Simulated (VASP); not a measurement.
A run of VASP 6.6.1 is set up as follows.

File INCAR:

```
ALGO = Normal ; EDIFF = 1E-6
ENCUT = 520 ; GGA = RP
ISIF = 2 ; ISMEAR = -1
LASPH = True ; LCHARG = False
LREAL = False ; LWAVE = False
NBANDS = 26 ; NELM = 80
PREC = Accurate ; SIGMA = 0.1
```

The input KPOINTS:

```
k-points
0
Gamma
  14 14 4
```

POSCAR

```
Co
1.0
    2.4685944098      0.0000000000      0.0000000000
   -1.2342972049      2.1378654706      0.0000000000
    0.0000000000      0.0000000000      8.0351569248
Co
4
Direct
    0.0000000000      1.0000000000      0.0000000000
    0.0000000000      1.0000000000      0.5000000000
    0.3333333333      0.6666666667      0.2500000000
    0.6666666667      0.3333333333      0.7500000000
```

Potentials or basis: VASP PAW PBE potentials, release 64 (Co).

Launch:

```sh
$ cat potpaw_PBE.64/Co/POTCAR > POTCAR
$ mpirun -np 1 vasp_std > vasp.out
```

What does it give for the pressure?

-0.6 GPa.

Estimate the band gap on the k mesh.

zero (bands 18 and 19 overlap by 1.13 eV).

Caveat: the PAW data sets were made with another functional, which shifts forces and pressure a little; the run has no spin polarisation, though such a crystal can be magnetic. Spin polarisation is off, so any magnetic state and its effect on volume and gap are missing.
